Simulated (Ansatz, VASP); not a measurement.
B2P3: VASP beside Ansatz

File INCAR:

```
PREC = Accurate
ENCUT = 600
EDIFF = 1E-6
ISMEAR = 0
SIGMA = 0.1
LREAL = F
LASPH = T
NELM = 100
ALGO = Normal
ISIF = 3
LWAVE = F
LCHARG = F
GGA = PE
IBRION = 2
NSW = 90
EDIFFG = -0.04
```

File KPOINTS:

```
regular mesh
0
Gamma
  6 6 4
```

The input POSCAR:

```
B2P3
1.0
    4.2578214200      0.0000000000      0.0000000000
   -2.1289107100      3.6873815200      0.0000000000
    0.0000000000      0.0000000000      5.7548667900
B P
2 3
Direct
    0.0000000000      0.0000000000      0.5000000000
    0.0000000000      0.0000000000      0.0000000000
    0.5000000000      0.0000000000      0.5000000000
    0.0000000000      0.5000000000      0.5000000000
    0.5000000000      0.5000000000      0.5000000000
```

Input for Ansatz:

```yaml
crystal:
  lattice:
    - [4.25782142, 0.0, 0.0]
    - [-2.12891071, 3.68738152, 0.0]
    - [0.0, 0.0, 5.75486679]
  atoms:
    - { symbol: B, position: [0.0, 0.0, 0.5] }
    - { symbol: B, position: [0.0, 0.0, 0.0] }
    - { symbol: P, position: [0.5, 0.0, 0.5] }
    - { symbol: P, position: [0.0, 0.5, 0.5] }
    - { symbol: P, position: [0.5, 0.5, 0.5] }
basis:
  ecutwfc: 420
kpoints:
  mp_grid: { grid: [6, 6, 4] }
hamiltonian:
  xc: pbe
scf:
  occupations: { method: gaussian, width: 0.1 }
  lower_state_search: "off"
output:
  forces: true
  stress: true
  eigenvalues: true
relax:
  adjacent_minimum: "off"
  f_tol: 0.04
  max_steps: 70
  cell: { stress_tol: 0.4 }
```

Alike in both runs: task relaxation of cell and atoms; functional PBE; k mesh 6 × 6 × 4; occupations gaussian, width 0.1 eV; no spin polarisation.

|  | VASP | Ansatz |
| --- | --- | --- |
| version | VASP 6.6.1 | Ansatz 0.2.0 |
| potentials or method | VASP PAW PBE potentials, release 64 (B, P), cutoff 600 eV | scalar-relativistic, plane waves, PAW |
| valence electrons in the cell | 21 | 21 |

Ansatz gave:

- gap on the k mesh at the Fermi level, each at its own relaxed structure (eV): none
- relaxed volume (Å³/atom): 13.86
- relaxed cell length with the largest relative difference (Å): 5.105

Question: Which values does VASP return?

Answer: gap on the k mesh at the Fermi level, each at its own relaxed structure (eV): none; relaxed volume (Å³/atom): 13.92; relaxed cell length with the largest relative difference (Å): 5.112.

A gap of «none» marks a metal or a gap that the smearing closes.

Noted on VASP's run: the volume moved by over 15 % at a fixed basis, so the end points are rough.
